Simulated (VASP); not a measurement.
# Zr3S2 (R32) in VASP: notebook

The runs below take Zr3S2 through single point, with PBEsol.

All numbers are computed with VASP 6.6.1; they aren't measurements. Logs are shortened: lines on timing, memory, paths and dates and some standing lists are left out, and cuts for length are marked.

## Step 1: The cell of the first run

The structure is trigonal, space group R32 (No. 155). The conventional cell has a = 5.443 Å, b = 5.443 Å, c = 10.304 Å, α = 90.00°, β = 90.00°, γ = 120.00°. Zr (site symmetry 2) has 4 S at 2.50 to 2.51 Å and 6 Zr at 3.12 to 3.19 Å within 3.3 Å. Within 3.5 Å of S (site symmetry 3) lie 6 Zr at 2.50 to 2.51 Å and 4 S at 3.14 to 3.40 Å.

## Step 2: Single point, PBEsol (strain -0.050 along x and y, +0.000 along z)

Input file INCAR:

```
PREC     = Accurate       # precision mode
ENCUT    = 520            # plane-wave cutoff, eV
EDIFF    = 1E-7           # SCF threshold, eV
ISMEAR   = 0              # smearing method
SIGMA    = 0.15           # smearing width, eV
LREAL    = False          # projectors in reciprocal space
LASPH    = True           # aspherical terms in the spheres
NELM     = 100            # most SCF steps
ALGO     = Normal         # electronic algorithm
ISIF     = 2              # what is computed and relaxed
LWAVE    = False          # write WAVECAR
LCHARG   = False          # write CHGCAR
GGA      = PS             # functional
NBANDS   = 32             # bands
```

Input file KPOINTS:

```
regular mesh
0
Gamma
  12 12 12
```

Input file POSCAR:

```
Zr3S2
1.0
    2.7213442956      1.5711688616      3.4346976991
   -2.7213442956      1.5711688616      3.4346976991
    0.0000000000     -3.1423377232      3.4346976991
Zr S
3 2
Direct
    0.1618381745      0.8381618255      0.5000000000
    0.5000000000      0.1618381745      0.8381618255
    0.8381618255      0.5000000000      0.1618381745
    0.3349612447      0.3349612447      0.3349612447
    0.6650387553      0.6650387553      0.6650387553
```

Potentials or basis: VASP PAW PBE potentials, release 64 (Zr_sv, S).

Run with:

```sh
$ cat potpaw_PBE.64/Zr_sv/POTCAR potpaw_PBE.64/S/POTCAR > POTCAR
$ mpirun -np 1 vasp_std > vasp.out
```

OUTCAR:

```text
PREC = Accurate
   ENCUT = 520
   EDIFF = 1E-7
   ISMEAR = 0
   LREAL = False
   LASPH = True
   NELM = 100
   ISIF = 2
   GGA = PS

 ion  position               nearest neighbor table
   1  0.162  0.838  0.500-   4 2.50   5 2.50   5 2.51   4 2.51   2 3.12   3 3.12   3 3.12   2 3.12
                             3 3.19   2 3.19   2 3.43   3 3.43
   2  0.500  0.162  0.838-   4 2.50   5 2.50   5 2.51   4 2.51   1 3.12   1 3.12   3 3.12   3 3.12
                             3 3.19   1 3.19   3 3.43   1 3.43
   3  0.838  0.500  0.162-   5 2.50   4 2.50   5 2.51   4 2.51   1 3.12   1 3.12   2 3.12   2 3.12
                             2 3.19   1 3.19   2 3.43   1 3.43
   4  0.335  0.335  0.335-   1 2.50   2 2.50   3 2.50   2 2.51   3 2.51   1 2.51
   5  0.665  0.665  0.665-   1 2.50   3 2.50   2 2.50   3 2.51   2 2.51   1 2.51

  LATTYP: Found a trigonal (rhomboedric) cell.
 ALAT       =     4.6552588168
 COS(alpha) =     0.3165459607

  Lattice vectors:

 A1 = (   2.7213442956,   1.5711688616,   3.4346976991)
 A2 = (  -2.7213442956,   1.5711688616,   3.4346976991)
 A3 = (   0.0000000000,  -3.1423377232,   3.4346976991)

Analysis of symmetry for initial positions (statically):
=====================================================================
 Subroutine PRICEL returns:
 Original cell was already a primitive cell.

 Routine SETGRP: Setting up the symmetry group for a
 trigonal (rhombohedral) supercell.

 Subroutine GETGRP returns: Found  6 space group operations
 (whereof  6 operations were pure point group operations)
 out of a pool of 12 trial point group operations.

The static configuration has the point symmetry D_3 .

Analysis of symmetry for dynamics (positions and initial velocities):
=====================================================================
 Subroutine PRICEL returns:
 Original cell was already a primitive cell.

 Routine SETGRP: Setting up the symmetry group for a
 trigonal (rhombohedral) supercell.

 Subroutine GETGRP returns: Found  6 space group operations
 (whereof  6 operations were pure point group operations)
 out of a pool of 12 trial point group operations.

The dynamic configuration has the point symmetry D_3 .

 Subroutine INISYM returns: Found  6 space group operations
 (whereof  6 operations are pure point group operations),
 and found     1 'primitive' translations

----------------------------------------------------------------------------------------

                                     Primitive cell

  volume of cell :      88.1142

  direct lattice vectors                    reciprocal lattice vectors
     2.721344296  1.571168862  3.434697699     0.183732724  0.106078138  0.097048813
    -2.721344296  1.571168862  3.434697699    -0.183732724  0.106078138  0.097048813
     0.000000000 -3.142337723  3.434697699     0.000000000 -0.212156275  0.097048813

  length of vectors
     4.655258817  4.655258817  4.655258817     0.233299715  0.233299715  0.233299715

  position of ions in fractional coordinates (direct lattice)
     0.161838174  0.838161826  0.500000000
     0.500000000  0.161838174  0.838161826
     0.838161826  0.500000000  0.161838174
     0.334961245  0.334961245  0.334961245
     0.665038755  0.665038755  0.665038755

  ion indices of the primitive-cell ions
   primitive index   ion index
                 1           1
                 2           2
                 3           3
                 4           4
                 5           5

----------------------------------------------------------------------------------------

 KPOINTS: regular mesh

Automatic generation of k-mesh.
 Grid dimensions read from file:
 generate k-points for:   12   12   12

 Generating k-lattice:

  Cartesian coordinates                     Fractional coordinates (reciprocal lattice)
     0.015311060  0.008839845  0.008087401     0.083333333  0.000000000  0.000000000
    -0.015311060  0.008839845  0.008087401     0.000000000  0.083333333  0.000000000
     0.000000000 -0.017679690  0.008087401     0.000000000  0.000000000  0.083333333

  Length of vectors
     0.019441643  0.019441643  0.019441643

  Shift w.r.t. Gamma in fractional coordinates (k-lattice)
     0.000000000  0.000000000  0.000000000

 Subroutine IBZKPT returns following result:
 ===========================================

 Found    189 irreducible k-points:

 Following reciprocal coordinates:
            Coordinates               Weight
  0.000000  0.000000  0.000000      1.000000
  0.083333  0.000000  0.000000      6.000000
  0.166667  0.000000  0.000000      6.000000
  0.250000  0.000000 -0.000000      6.000000
  0.333333 -0.000000 -0.000000      6.000000
  0.416667  0.000000  0.000000      6.000000
[... 16 lines left out ...]
  0.500000  0.166667  0.000000     12.000000
 -0.416667  0.166667 -0.000000     12.000000
 [... further k-points ...]
   k-points           NKPTS =    189   k-points in BZ     NKDIM =    189   number of bands    NBANDS=     32
   number of dos      NEDOS =    301   number of ions     NIONS =      5
   total plane-waves  NPLWV =  46656
   dimension x,y,z NGX =    36 NGY =   36 NGZ =   36
   dimension x,y,z NGXF=    72 NGYF=   72 NGZF=   72
   ions per type =               3   2
   NGX,Y,Z   is equivalent  to a cutoff of  12.86, 12.86, 12.86 a.u.
   NGXF,Y,Z  is equivalent  to a cutoff of  25.71, 25.71, 25.71 a.u.
 SYSTEM =  unknown system
   PREC   = accura    normal or accurate (medium, high low for compatibility)
   ISTART =      0    job   : 0-new  1-cont  2-samecut
   ICHARG =      2    charge: 1-file 2-atom 10-const
   ISPIN  =      1    spin polarized calculation?
   LNONCOLLINEAR =      F non collinear calculations
   LSORBIT =      F    spin-orbit coupling
   LASPH  =      T    aspherical Exc in radial PAW
   ENCUT  =  520.0 eV  38.22 Ry    6.18 a.u.   8.66  8.66  8.66*2*pi/ulx,y,z
   NELM   =    100;   NELMIN=  2; NELMDL= -5     # of ELM steps
   EDIFF  = 0.1E-06   stopping-criterion for ELM
   LREAL  =      F    real-space projection
   EDIFFG = 0.1E-05   stopping-criterion for IOM
   NSW    =      0    number of steps for IOM
   IBRION =     -1    ionic relax: 0-MD 1-quasi-New 2-CG
   NFREE  =      0    steps in history (QN), initial steepest desc. (CG)
   ISIF   =      2    stress and relaxation
   ISYM   =      2    0-nonsym 1-usesym 2-fastsym
   POTIM  = 0.5000    time-step for ionic-motion
   TEBEG  =    0.0;   TEEND  =   0.0 temperature during run
   PSTRESS=    0.0 pullay stress
   NELECT =      48.0000    total number of electrons
   NUPDOWN=      -1.0000    fix difference up-down
   EMIN   =  10.00;   EMAX   =-10.00  energy-range for DOS
   EFERMI =   0.00;   METHOD = LEGACY
   ISMEAR =     0;   SIGMA  =   0.15  broadening in eV -4-tet -1-fermi 0-gaus
   EFERMI_NEDOS =   21; number of points for ismear=-14 and -15
   IALGO  =     38    algorithm
   IMIX   =      4    mixing-type and parameters
     AMIX     =   0.40;   BMIX     =  1.00
     AMIX_MAG =   1.60;   BMIX_MAG =  1.00
  volume/ion in A,a.u.               =      17.62       118.92
  Fermi-wavevector in a.u.,A,eV,Ry     =   1.337026  2.526613 24.322301  1.787639
  Thomas-Fermi vector in A             =   2.465607
   LORBIT       =      0    0 simple, 1 ext, 2 COOP (PROOUT), +10 PAW based schemes
   GGA     = PS    functional components
   LHFCALC =     F    Hartree Fock is set to
   AEXX    =    0.0000 exact exchange contribution
   IVDW    =     0    specifies the selected vdW correction
   LEPSILON=     F    determine dielectric tensor
   LRPA    =     F    only Hartree local field effects (RPA)
 non-spin polarized calculation
 Gauss-broadening in eV      SIGMA  =   0.15
  energy-cutoff  :      520.00
  volume of cell :       88.11
 maximum number of plane-waves:      2392
   NGX = 17   NGY = 17   NGZ = 17

 number of electron      47.9999998 magnetization

 Free energy of the ion-electron system (eV)
  ---------------------------------------------------
  ext. energy  EPLUGINS =         0.00000000
  ---------------------------------------------------
  free energy    TOTEN  =       -41.44977264 eV

  energy without entropy =      -41.42442268  energy(sigma->0) =      -41.43709766

 E-fermi :  10.4314     XC(G=0): -11.7201

 val. band max:       10.4286741059   @ k =  -0.4167   0.1667   0.1667
 cond. band min:      10.4325365671   @ k =   0.0833   0.0833   0.0000
 fundamental gap:      0.0038624612
 Fermi energy:        10.4314355189

 k-point     1 :       0.0000    0.0000    0.0000
  band No.  band energies     occupation
      1     -38.1741      2.00000
      2     -38.0077      2.00000
      3     -38.0077      2.00000
      4     -16.5688      2.00000
      5     -16.5294      2.00000
      6     -16.4785      2.00000
[... 24 lines left out ...]
     31      14.4702      0.00000
     32      14.9840      0.00000

 k-point     2 :       0.0833    0.0000    0.0000
  band No.  band energies     occupation
      1     -38.1710      2.00000
      2     -38.0112      2.00000
      3     -38.0074      2.00000
      4     -16.6038      2.00000
      5     -16.5789      2.00000
      6     -16.4616      2.00000
[... 24 lines left out ...]
     31      14.5779      0.00000
     32      14.7655      0.00000

 k-point     3 :       0.1667    0.0000    0.0000
  band No.  band energies     occupation
      1     -38.1618      2.00000
      2     -38.0186      2.00000
      3     -38.0092      2.00000
      4     -16.6483      2.00000
      5     -16.6350      2.00000
      6     -16.4641      2.00000
[... 24 lines left out ...]
     31      14.5627      0.00000
     32      14.8273      0.00000

 k-point     4 :       0.2500    0.0000   -0.0000
  band No.  band energies     occupation
      1     -38.1473      2.00000
      2     -38.0301      2.00000
      3     -38.0121      2.00000
      4     -16.6937      2.00000
      5     -16.6523      2.00000
      6     -16.4823      2.00000
[... 654 lines left out ...]
     31      14.5079      0.00000
     32      14.7699      0.00000

 k-point    23 :       0.5000    0.1667    0.0000
  band No.  band energies     occupation
      1     -38.0963      2.00000
      2     -38.0666      2.00000
      3     -38.0262      2.00000
      4     -16.7034      2.00000
      5     -16.6550      2.00000
      6     -16.5398      2.00000
[... 24 lines left out ...]
     31      14.3195      0.00000
     32      14.7489      0.00000

 k-point    24 :      -0.4167    0.1667   -0.0000
  band No.  band energies     occupation
      1     -38.0868      2.00000
      2     -38.0743      2.00000
      3     -38.0281      2.00000
      4     -16.7143      2.00000
      5     -16.5849      2.00000
      6     -16.5494      2.00000
[... 24 lines left out ...]
     31      14.1411      0.00000
     32      14.7226      0.00000

 [... further k-points ...]

------------------------ aborting loop because EDIFF is reached ----------------------------------------

  FORCE on cell =-STRESS in cart. coord.  units (eV):
  Direction    XX          YY          ZZ          XY          YZ          ZX
  --------------------------------------------------------------------------------------
  -------------------------------------------------------------------------------------
  Total        9.8682402      9.8682402      7.0889777      0.0000000     -0.0000000      0.0000000
  in kB      179.4337653    179.4337653    128.8985603      0.0000000     -0.0000000      0.0000000
  external PRESSURE =     162.5886970 kB  Pullay stress =       0.0000000 kB

 VOLUME and BASIS-vectors are now :
 -----------------------------------------------------------------------------
  energy-cutoff  :      520.00
  volume of cell :       88.11
      direct lattice vectors                 reciprocal lattice vectors
     2.721344296  1.571168862  3.434697699     0.183732724  0.106078138  0.097048813
    -2.721344296  1.571168862  3.434697699    -0.183732724  0.106078138  0.097048813
     0.000000000 -3.142337723  3.434697699     0.000000000 -0.212156275  0.097048813

 POSITION                                       TOTAL-FORCE (eV/Angst)
 -----------------------------------------------------------------------------------
     -1.84051      0.00000      5.15205        -0.429079     -0.000000     -0.000000
      0.92025     -1.59393      5.15205         0.214539     -0.371593      0.000000
      0.92025      1.59393      5.15205         0.214539      0.371593      0.000000
      0.00000      0.00000      3.45147         0.000000     -0.000000      0.011762
      0.00000      0.00000      6.85262         0.000000     -0.000000     -0.011762
 -----------------------------------------------------------------------------------
    total drift:                               -0.000000     -0.000000      0.000000

  FREE ENERGIE OF THE ION-ELECTRON SYSTEM (eV)
  ---------------------------------------------------
  free  energy   TOTEN  =       -41.4497726402 eV

  energy  without entropy=      -41.4244226828  energy(sigma->0) =      -41.43709766
```

It took 5.8 min on 1 thread of Intel Xeon Platinum 8488C (Sapphire Rapids), shared host; peak memory 0.5 GiB.

Results:

```yaml
Free_energy: -41.4498 eV
Pressure: 16.3 GPa
Largest_force: 0.429 eV/Å
Band_gap_on_the_k_mesh: zero (bands 24 and 25 overlap by 0.51 eV)
```

Forces on the atoms (eV/Å):
```
Zr  -0.429  0.000  0.000
Zr   0.215 -0.372  0.000
Zr   0.215  0.372  0.000
S    0.000  0.000  0.012
S    0.000  0.000 -0.012
```

Caveat: the cell differs from its parent crystal (strain -0.050 along x and y, +0.000 along z); the stress differs along the axes, from 13 to 18 GPa; the PAW data sets were made with another functional, which shifts forces and pressure a little.

(Part 1 of 2 ends here.)
